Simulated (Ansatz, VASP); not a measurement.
**One calculation of CdTe, two programs**

```
Cd Te
1.0
     0.00000    3.27996    3.27996
     3.27996    0.00000    3.27996
     3.27996    3.27996    0.00000
Cd Te
1 1
Direct
  0.00000 0.00000 0.00000
  0.25000 0.25000 0.25000
```

Alike in both runs: task single point; functional PBE; k mesh 6 × 6 × 6; occupations fermi-dirac, width 0.02 eV; no spin polarisation.

|  | VASP | Ansatz |
| --- | --- | --- |
| version | VASP 6.6.1 | Ansatz 0.2.0 |
| potentials or method | VASP PAW PBE potentials, release 64 (Cd, Te) | plane waves, PAW |
| plane-wave cutoff (eV) | 520 | 420 |
| valence electrons in the cell | 18 | 36 |

|  | VASP | Ansatz | Ansatz less VASP |
| --- | --- | --- | --- |
| pressure (GPa) | 1.1 | 1.0 | -0.12 |

With one functional, cell and mesh, what is left measures potentials, basis and numerics. VASP's potentials hold 18 valence electrons a cell and Ansatz's 36, so a difference there can come from the potentials and not from the codes.

Neither program's run includes spin-orbit coupling.
